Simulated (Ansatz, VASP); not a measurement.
**ScZnH2 in VASP and in Ansatz**

INCAR

```
ALGO = Normal
EDIFF = 1E-6
EDIFFG = -0.01
ENCUT = 600
GGA = PE
IBRION = 2
ISIF = 3
ISMEAR = 0
LASPH = T
LCHARG = F
LREAL = F
LWAVE = F
NELM = 100
NSW = 100
PREC = Accurate
SIGMA = 0.1
```

The input KPOINTS:

```
k-points
0
Gamma
  12 12 16
```

The input POSCAR:

```
ScZnH2
1.0
    3.7432575109      0.0000000000      0.0000000000
    0.0000000000      3.7432575109      0.0000000000
    0.0000000000      0.0000000000      2.9155250347
Sc Zn H
1 1 2
Direct
    0.5000000000      0.5000000000      0.5000000000
    0.0000000000      0.0000000000      0.0000000000
    0.5000000000      0.0000000000      0.0000000000
    0.0000000000      0.5000000000      0.0000000000
```

Input for Ansatz:

```yaml
crystal:
  lattice:
    - [3.7432575109, 0.0, 0.0]
    - [0.0, 3.7432575109, 0.0]
    - [0.0, 0.0, 2.9155250347]
  atoms:
    - { symbol: Sc, position: [0.5, 0.5, 0.5] }
    - { symbol: Zn, position: [0.0, 0.0, 0.0] }
    - { symbol: H, position: [0.5, 0.0, 0.0] }
    - { symbol: H, position: [0.0, 0.5, 0.0] }
basis:
  ecutwfc: 420
kpoints:
  mp_grid: { grid: [12, 12, 16] }
hamiltonian:
  xc: pbe
scf:
  occupations: { method: gaussian, width: 0.1 }
output:
  forces: true
  stress: true
  eigenvalues: true
relax:
  adjacent_minimum: "off"
  f_tol: 0.01
  max_steps: 80
  cell: { stress_tol: 0.05 }
```

Alike in both runs: task relaxation of cell and atoms; functional PBE; k mesh 12 × 12 × 16; occupations gaussian, width 0.1 eV; no spin polarisation.

```csv
,VASP,Ansatz
version,VASP 6.6.1,Ansatz 0.2.0
potentials or method,"VASP PAW PBE potentials, release 64 (Sc_sv, Zn, H), cutoff 600 eV","scalar-relativistic, plane waves, PAW"
valence electrons in the cell,25,25
```

Ansatz gave:

```
gap on the k mesh at the Fermi level, each at its own relaxed structure (eV) : none
relaxed volume (Å³/atom)                                                     : 10.15
relaxed cell length with the largest relative difference (Å)                 : 2.893
```

Question: Which values does VASP return?

Answer: gap on the k mesh at the Fermi level, each at its own relaxed structure (eV): none; relaxed volume (Å³/atom): 10.18; relaxed cell length with the largest relative difference (Å): 2.896.

A gap of «none» marks a metal or a gap that the smearing closes.
